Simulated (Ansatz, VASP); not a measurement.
## Two plane-wave programs on PbF2

The input INCAR:

```
SYSTEM = PbF2
PREC = Accurate ; ENCUT = 520
EDIFF = 1E-7 ; ISMEAR = 0
SIGMA = 0.05 ; LREAL = .False.
LASPH = .True. ; NELM = 100
ALGO = Normal ; ISIF = 2
LWAVE = .False. ; LCHARG = .True.
GGA = PE ; LELF = .True.
LVHAR = .True. ; NBANDS = 21
```

Contents of KPOINTS:

```
regular mesh
0
Gamma
  8 8 8
  0 0 0
```

The input POSCAR:

```
PbF2
1.0
    0.0000000000      2.9698500000      2.9698500000
    2.9698500000      0.0000000000      2.9698500000
    2.9698500000      2.9698500000      0.0000000000
Pb F
1 2
Direct
    0.0729014432     -0.0243004811     -0.0243004811
    0.2500000000      0.2500000000      0.2500000000
    0.7500000000      0.7500000000      0.7500000000
```

Input for Ansatz:

```yaml
crystal:
  lattice:
    - [0.0, 2.96985, 2.96985]
    - [2.96985, 0.0, 2.96985]
    - [2.96985, 2.96985, 0.0]
  atoms:
    - { symbol: Pb, position: [0.0729014432, -0.0243004811, -0.0243004811] }
    - { symbol: F, position: [0.25, 0.25, 0.25] }
    - { symbol: F, position: [0.75, 0.75, 0.75] }
basis:
  ecutwfc: 420
kpoints:
  mp_grid: { grid: [8, 8, 8] }
hamiltonian:
  xc: pbe
scf:
  occupations: { method: gaussian, width: 0.05 }
output:
  forces: true
  stress: true
  eigenvalues: true
```

Change from the starting cell: all Pb atoms moved -0.250 Å, as atom 1 towards its neighbour atom 2 (F) at 2.572 Å.

Alike in both runs: task single point; functional PBE; k mesh 8 × 8 × 8; occupations gaussian, width 0.05 eV; no spin polarisation.

|  | VASP | Ansatz |
| --- | --- | --- |
| version | VASP 6.6.1 | Ansatz 0.2.0 |
| potentials or method | VASP PAW PBE potentials, release 64 (Pb_d, F), cutoff 520 eV | scalar-relativistic, plane waves, PAW |
| valence electrons in the cell | 28 | 28 |

|  | VASP | Ansatz | Ansatz less VASP |
| --- | --- | --- | --- |
| gap on the k mesh at the Fermi level (eV) | 4.45 | 4.45 | +0.003 |
| least direct gap on the mesh (eV) | 4.63 | 4.64 | +0.002 |
| pressure (GPa) | 3.5 | 3.7 | +0.18 |
| traceless stress, the component that is largest in VASP (GPa) | -0.71 | -0.68 | +0.032 |
| rms of the force components (eV/Å) | 0.242 | 0.232 | -0.0095 |

Atom by atom the forces differ by 0.010 eV/Å (rms over components).

Spin-orbit coupling is off throughout.
